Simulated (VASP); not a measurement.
Crystal: AlIn2.

```
CELL_PARAMETERS angstrom
5.42212 0.00000 0.00000
0.00000 5.42212 0.00000
0.00000 0.00000 3.16112
ATOMIC_POSITIONS crystal
Al 0.00000 0.00000 0.00000
In 0.00000 0.50000 0.00000
In 0.50000 0.00000 0.00000
```

- Program: VASP 6.6.1
- Task: relaxation of cell and atoms
- Functional: PBE
- Potentials or basis: VASP PAW PBE potentials, release 64 (Al, In_d)
- Cutoff: 600 eV
- k mesh: 8 × 8 × 14
- Occupations: gaussian, width 0.1 eV
- Spin: no spin polarisation

At the start: pressure 0.2 GPa; volume 30.98 Å³/atom.

Problem. How do energy, volume and symmetry change on relaxing?

Solution. Over 5 steps the energy falls by 21.0 meV/atom and the volume is 31.10 Å³/atom (+0.4 %); space group P4/mmm (No. 123, to 0.05 Å).

The path:
```tsv
step	energy change (eV)	largest force (eV/Å)	pressure (GPa)	volume (Å³)
1	0.0000	0.0000	0.20	92.94
2	-0.0448	0.0000	-0.08	93.41
3	-0.0628	0.0000	-0.11	93.83
4	-0.0628	0.0000	-0.16	93.82
5	-0.0630	0.0000	0.01	93.31
```

Final structure:
```yaml
crystal:
  lattice:
    - [5.56820, 0.00000, 0.00000]
    - [0.00000, 5.56820, 0.00000]
    - [0.00000, 0.00000, 3.00951]
  atoms:
    - { symbol: Al, position: [0.00000, 0.00000, 0.00000] }
    - { symbol: In, position: [0.00000, 0.50000, 0.00000] }
    - { symbol: In, position: [0.50000, 0.00000, 0.00000] }
```
